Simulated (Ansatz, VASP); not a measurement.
Given: the input of a run of VASP 6.6.1 on AgCl.

File INCAR:

```
PREC = Accurate
ENCUT = 520
EDIFF = 1E-6
ISMEAR = -1
SIGMA = 0.05
LREAL = False
LASPH = True
NELM = 80
ALGO = Normal
ISIF = 2
LWAVE = False
LCHARG = False
GGA = CA
NBANDS = 16
```

File KPOINTS:

```
Automatic mesh
0
Gamma
  8 8 8
```

File POSCAR:

```
AgCl
1.0
    0.0000000000      2.6791680073      2.6791680073
    2.6791680073      0.0000000000      2.6791680073
    2.6791680073      2.6791680073      0.0000000000
Ag Cl
1 1
Direct
    0.0000000000      0.0000000000      0.0000000000
    0.5000000000      0.5000000000      0.5000000000
```

Potentials or basis: VASP PAW LDA potentials, release 64 (Ag, Cl).

Run with:

```console
$ cat potpaw_LDA.64/Ag/POTCAR potpaw_LDA.64/Cl/POTCAR > POTCAR
$ mpirun -np 1 vasp_std > vasp.out
```

**Question.** Set up the same calculation for Ansatz 0.2.0. Potentials there: all-electron LAPW, scalar-relativistic.

**Answer.** As run (the cutoff follows the program's own potentials):

File input.yaml:

```yaml
crystal:
  lattice:
    - [0.0, 2.6791680073, 2.6791680073]
    - [2.6791680073, 0.0, 2.6791680073]
    - [2.6791680073, 2.6791680073, 0.0]
  atoms:
    - { symbol: Ag, position: [0.0, 0.0, 0.0] }
    - { symbol: Cl, position: [0.5, 0.5, 0.5] }
kpoints:
  mp_grid: { grid: [8, 8, 8] }
scf:
  occupations: { method: fermi_dirac, width: 0.05 }
hamiltonian:
  xc: lda
  pseudopotentials: { kind: all_electron, lapw: { basis_error: 0.001 } }
output:
  forces: true
  stress: true
  eigenvalues: true
```

Potentials or basis: all-electron LAPW, scalar-relativistic.

Launch:

```console
$ ansatz run input.yaml --threads 1 --pin off --max-ram 3072MiB --backend cpu --events-out ev --progress --plain --runs-dir out
```

Both were run:

|  | VASP | Ansatz | Ansatz less VASP |
| --- | --- | --- | --- |
| gap on the k mesh at the Fermi level (eV) | 0.65 | 0.63 | -0.028 |
| least direct gap on the mesh (eV) | 3.36 | 3.33 | -0.024 |
| pressure (GPa) | -0.1 | -0.1 | -0.02 |

LDA's correlation is that of Perdew and Zunger in VASP and of Perdew and Wang (1992) in Ansatz. Ansatz ran all-electron here, and VASP with PAW potentials.
